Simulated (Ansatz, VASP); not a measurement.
# MgB2 in VASP and in Ansatz

INCAR

```
SYSTEM = MgB2
PREC     = Accurate       ! precision mode
ENCUT    = 600            ! plane-wave cutoff, eV
EDIFF    = 1E-6           ! SCF threshold, eV
ISMEAR   = -1             ! smearing method
SIGMA    = 0.05           ! smearing width, eV
LREAL    = .False.        ! projectors in reciprocal space
LASPH    = .True.         ! aspherical terms in the spheres
NELM     = 120            ! most SCF steps
ALGO     = Normal         ! electronic algorithm
ISIF     = 2              ! what is computed and relaxed
LWAVE    = .False.        ! write WAVECAR
LCHARG   = .True.         ! write CHGCAR
GGA      = PS             ! functional
LELF     = .True.         ! ELF
LVHAR    = .True.       
NBANDS   = 11             ! bands
GGA_COMPAT= .False.
```

File KPOINTS:

```
Automatic mesh
0
Gamma
  9 9 6
  0 0 0
```

The input POSCAR:

```
MgB2
1.0
    2.9616000000      0.0000000000      0.0000000000
   -1.4808000000      2.5648208359      0.0000000000
    0.0000000000      0.0000000000      3.5230000000
Mg B
1 2
Direct
    0.0000000000      0.0000000000      0.0000000000
    0.6666666667      0.3333333333      0.5000000000
    0.3333333333      0.6666666667      0.5000000000
```

File input.yaml:

```yaml
crystal:
  lattice:
    - [2.9616, 0.0, 0.0]
    - [-1.4808, 2.5648208359, 0.0]
    - [0.0, 0.0, 3.523]
  atoms:
    - { symbol: Mg, position: [0.0, 0.0, 0.0] }
    - { symbol: B, position: [0.6666666667, 0.3333333333, 0.5] }
    - { symbol: B, position: [0.3333333333, 0.6666666667, 0.5] }
hamiltonian:
  xc: pbesol
  pseudopotentials: { kind: paw }
kpoints:
  mp_grid: { grid: [9, 9, 6] }
scf:
  occupations: { method: fermi_dirac, width: 0.05 }
output:
  forces: true
  stress: true
  eigenvalues: true
  write_density: true
  write_potential: true
  elf: true
  volumetric_format: npy
```

Alike in both runs: task single point; functional PBEsol; k mesh 9 × 9 × 6; occupations fermi-dirac, width 0.05 eV; no spin polarisation.

```csv
,VASP,Ansatz
version,VASP 6.6.1,Ansatz 0.2.0
potentials or method,"VASP PAW PBE potentials, release 64 (Mg, B)",Ansatz PAW
plane-wave cutoff (eV),600,420
valence electrons in the cell,8,16
```

```tsv
	VASP	Ansatz	Ansatz less VASP
gap on the k mesh at the Fermi level (eV)	none	none	-
pressure (GPa)	12.8	12.7	-0.08
traceless stress, the component that is largest in VASP (GPa)	-13.28	-13.07	+0.215
```

VASP's potentials were made for PBE, not for PBEsol. A gap of «none» marks a metal or a gap that the smearing closes. VASP's potentials hold 8 valence electrons a cell and Ansatz's 16, so a difference there can come from the potentials and not from the codes.
